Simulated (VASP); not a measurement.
The system is BaBe4Ag.

```xyz
6
Lattice="0.0000 3.4576 3.4576 3.4576 0.0000 3.4576 3.4576 3.4576 0.0000" Properties=species:S:1:pos:R:3 pbc="T T T"
Ba    0.0000    0.0000    0.0000
Be    4.3220    2.5932    4.3220
Be    4.3220    4.3220    2.5932
Be    2.5932    2.5932    2.5932
Be    2.5932    4.3220    4.3220
Ag    5.1864    5.1864    5.1864
```

- Program: VASP 6.6.1
- Task: relaxation of cell and atoms
- Functional: PBE
- Potentials or basis: VASP PAW PBE potentials, release 64 (Ba_sv, Be, Ag_sv_GW)
- Cutoff: 630 eV
- k mesh: 4 × 4 × 4
- Occupations: gaussian, width 0.1 eV
- Spin: no spin polarisation

At the start: pressure 13.0 GPa; volume 13.78 Å³/atom.

Question: Where does the relaxation end?

Answer: Over 10 steps the energy falls by 105.0 meV/atom and the volume is 16.12 Å³/atom (+17.0 %); space group F-43m (No. 216, to 0.1 Å) before and after.

The path:
| step | energy change (eV) | largest force (eV/Å) | pressure (GPa) | volume (Å³) |
| --- | --- | --- | --- | --- |
| 1 | 0.0000 | 0.5248 | 13.00 | 82.67 |
| 2 | -0.5145 | 0.3479 | -0.62 | 96.79 |
| 3 | -0.5148 | 0.3503 | -0.35 | 96.38 |
| 4 | -0.5389 | 0.3366 | -0.26 | 96.21 |
| 5 | -0.6000 | 0.2278 | 0.19 | 95.70 |
| 6 | -0.5959 | 0.2639 | 2.05 | 94.70 |
| 7 | -0.6249 | 0.0532 | 0.81 | 95.27 |
| 8 | -0.6256 | 0.0100 | 0.97 | 95.18 |
| 9 | -0.6272 | 0.0195 | -0.69 | 97.97 |
| 10 | -0.6302 | 0.0079 | 0.03 | 96.70 |

Final structure:
```yaml
crystal:
  lattice:
    - [0.00000, 3.64304, 3.64304]
    - [3.64304, 0.00000, 3.64304]
    - [3.64304, 3.64304, 0.00000]
  atoms:
    - { symbol: Ba, position: [0.00000, 0.00000, 0.00000] }
    - { symbol: Be, position: [0.38757, 0.83730, 0.38757] }
    - { symbol: Be, position: [0.38757, 0.38757, 0.83730] }
    - { symbol: Be, position: [0.38757, 0.38757, 0.38757] }
    - { symbol: Be, position: [0.83730, 0.38757, 0.38757] }
    - { symbol: Ag, position: [0.75000, 0.75000, 0.75000] }
```

Caveat: the k points lie up to 0.37 Å⁻¹ apart in the final cell, too coarse for converged energies and pressures of a metal; the volume moved by over 15 % at a fixed basis, so the end points are rough.
